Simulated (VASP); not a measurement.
InP: single point with PBE

InP:

```xyz
2
Lattice="3.4134 0.0000 0.0000 0.0000 3.4134 0.0000 0.0000 0.0000 3.4134" Properties=species:S:1:pos:R:3 pbc="T T T"
In    0.0000    0.0000    0.0000
P     1.7067    1.7067    1.7067
```

```
Program             : VASP 6.6.1
Task                : single point
Functional          : PBE
Potentials or basis : VASP PAW PBE potentials, release 64 (In_d, P)
Cutoff              : 520 eV
k mesh              : 8 × 8 × 8
Occupations         : fermi-dirac, width 0.02 eV
Spin                : no spin polarisation
```

```
Pressure               : 2.1 GPa
Band gap on the k mesh : zero (bands 9 and 10 overlap by 2.72 eV)
```

Levels at points of the mesh, in eV from the Fermi level:
```tsv
k point	band 6	band 7	band 8	band 9	band 10	band 11	band 12	band 13
(0.00, 0.00, 0.00)	-12.64	-1.35	-0.86	-0.86	-0.86	4.76	4.76	10.31
(0.50, 0.00, 0.00)	-10.74	-7.58	0.83	0.83	2.80	3.83	5.15	5.15
(0.50, 0.50, 0.00)	-8.88	-4.92	-4.92	-3.68	1.22	6.89	6.89	7.80
(0.50, 0.50, 0.50)	-8.31	-2.31	-2.31	-2.31	-0.44	-0.20	-0.20	-0.20
```

Run time: 34 s on 1 thread of Intel Xeon 8259CL, on a shared host, peak memory 0.17 GiB.

Caveat: spin-orbit coupling is left out, which moves the levels of the heavy elements.
